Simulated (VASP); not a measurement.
Runs of VASP 6.6.1 on BAs. The structure is that of space group Pm-3m (No. 221), or close to it. The cells are those of the table. 

| task | level | potentials or basis | cell | k mesh | cutoff (eV) | smearing | grid for exact exchange (PRECFOCK) | second run | gap on the mesh (eV) | pressure (GPa) |
| --- | --- | --- | --- | --- | --- | --- | --- | --- | --- | --- |
| single point | PBE | VASP PAW PBE potentials, release 64 (B, As) | a = 2.992 Å, 2 atoms | 9 × 9 × 9 | 500 | fermi-dirac 0.05 eV | - | - | none | -4.8 |
| single point | r2SCAN50 | VASP PAW PBE potentials, release 64 (B, As) | a = 2.934 Å, 2 atoms | 5 × 5 × 5 | 520 | fermi-dirac 0.05 eV | Normal | - | none | -12.2 |
| single point | HF | VASP PAW PBE potentials, release 64 (B, As) | a = 2.934 Å, 2 atoms | 5 × 5 × 5 | 520 | fermi-dirac 0.05 eV | Normal | - | none | -0.8 |
| single point | PBE | VASP PAW PBE potentials, release 64 (B, As) | a = 2.934 Å, 2 atoms | 5 × 5 × 5 | 500 | fermi-dirac 0.03 eV | - | - | none | (c) |
| electric field gradients | PBE | VASP PAW PBE potentials, release 64 (B, As) | a = 2.934 Å, 2 atoms | 9 × 9 × 9 | 520 | fermi-dirac 0.05 eV | - | - | none | (b) |
| single point | PBE | VASP PAW PBE potentials, release 64 (B, As) | a = 2.973 Å, 2 atoms | 9 × 9 × 9 | 500 | fermi-dirac 0.05 eV | - | - | none | -3.2 |
| single point | HF | VASP PAW PBE potentials, release 64 (B, As_d) | a = 2.934 Å, 2 atoms | 5 × 5 × 5 | 520 | fermi-dirac 0.05 eV | Normal | valence_matched | none | 0.7 |
| single point | PBE | VASP PAW PBE potentials, release 64 (B, As) | a = 2.874 Å, 2 atoms | 9 × 9 × 9 | 500 | fermi-dirac 0.05 eV | - | - | none | (a) |
| single point | PBE | VASP PAW PBE potentials, release 64 (B, As) | a = 2.954 Å, 2 atoms | 9 × 9 × 9 | 500 | fermi-dirac 0.05 eV | - | - | none | -1.5 |

Alike in all rows: no spin polarisation.

**Question.** Fill in the values left out.

**Answer.** (a) 7.9; (b) 0.5; (c) -2.9.

Caveats: some runs use coarse meshes; the PAW data sets were made with another functional, which shifts forces and pressure a little (some runs).

A k mesh can miss the band edges, and the runs leave out spin-orbit coupling on As.

A gap of «none» marks levels without a gap at the run's occupations.

The runs don't all hold the same shells in valence.
